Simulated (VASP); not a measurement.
Co, 2 atoms in the cell. The structure is hexagonal, space group P6_3/mmc (No. 194). Conventional cell: a = 2.472 Å, b = 2.472 Å, c = 4.027 Å, α = 90.00°, β = 90.00°, γ = 120.00°. Within 3.3 Å of Co (site symmetry -6m2) lie 12 Co at 2.47 Å. 

- Program: VASP 6.6.1
- Task: single point
- Functional: r2SCAN
- Potentials or basis: VASP PAW PBE potentials, release 64 (Co)
- Cutoff: 520 eV
- k mesh: 21 × 21 × 11
- Occupations: fermi-dirac, width 0.05 eV
- Spin: collinear spin, ferromagnetic start
- Starting moments: [1.891, 1.891] μB
- Dipole correction: no
- Further INCAR settings: ALGO = Normal; EDIFF = 1e-07; NBANDS = 20

Potentials or basis: VASP PAW PBE potentials, release 64 (Co).

Run with:

```bash
$ cat potpaw_PBE.64/Co/POTCAR > POTCAR
$ cp INCAR.step1 INCAR
$ mpirun -np 1 vasp_std > vasp.out
$ cp INCAR.step2 INCAR
$ mpirun -np 1 vasp_std > vasp.out
```

Hardware: 1 thread of AMD EPYC 9R45 96-Core Processor (Zen 5), on a shared host.

**Question.** How long does it take, and how much memory?

**Answer.** Wall time 8.1 min on 1 thread of AMD EPYC 9R45 96-Core Processor (Zen 5) (shared host), peak memory 0.24 GiB. Counts: k points 288.
